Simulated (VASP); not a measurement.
Bi2Te3, 10 atoms in the cell. The cell holds a slab with vacuum, 10 atoms: a = 4.369 Å, b = 4.369 Å, c = 61.237 Å, α = 90.00°, β = 90.00°, γ = 120.00°. 

* Program: VASP 6.6.1
* Task: single point
* Functional: PBE
* Dispersion: D3(BJ)
* Potentials or basis: VASP PAW PBE potentials, release 64 (Te, Bi_d)
* Cutoff: 520 eV
* k mesh: 9 × 9 × 1
* Occupations: gaussian, width 0.01 eV
* Spin: no spin polarisation
* Dipole correction: yes
* Further INCAR settings: ALGO = Normal; EDIFF = 1e-06; NBANDS = 59

Potentials or basis: VASP PAW PBE potentials, release 64 (Te, Bi_d).

Run with:

```sh
$ cat potpaw_PBE.64/Te/POTCAR potpaw_PBE.64/Bi_d/POTCAR > POTCAR
$ mpirun -np 1 vasp_std > vasp.out
```

Hardware: 1 thread of Oxide Virtual Turin-like Processor, with other jobs on the host.

**Question.** Estimate the wall time of this run.

**Answer.** Run time: 16 min on 1 thread of Oxide Virtual Turin-like Processor, with other jobs on the host, peak memory 1.2 GiB. Counts: scf iterations 17, k points 12.
